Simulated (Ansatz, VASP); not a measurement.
SiC in VASP and in Ansatz

```
Si C
1.0
    -0.01730    2.19447    2.19447
     2.19447   -0.01730    2.19447
     2.19447    2.19447   -0.01730
Si C
1 1
Direct
  0.99965 0.99965 0.99965
  0.25035 0.25035 0.25035
```

Change from the starting cell: strained cell.

Alike in both runs: functional PBE; k mesh 9 × 9 × 9; occupations gaussian, width 0.02 eV; no spin polarisation.

Ansatz relaxed the structure, and its values are those at the end. VASP's run is a single point on that final structure, the one shown.

|  | VASP | Ansatz |
| --- | --- | --- |
| version | VASP 6.6.1 | Ansatz 0.2.0 |
| potentials or method | VASP PAW PBE potentials, release 64 (Si, C), cutoff 600 eV | scalar-relativistic, plane waves, PAW |
| valence electrons in the cell | 8 | 8 |

Ansatz gave:

| Property | Result |
| --- | --- |
| gap on the k mesh at the Fermi level (eV) | 1.46 |
| least direct gap on the mesh (eV) | 4.52 |
| pressure (GPa) | -3.7 |

Question: What did VASP give for the same quantities?

Answer: gap on the k mesh at the Fermi level (eV): 1.45; least direct gap on the mesh (eV): 4.51; pressure (GPa): -3.9.

Ansatz's warnings: stress scf threshold loose.
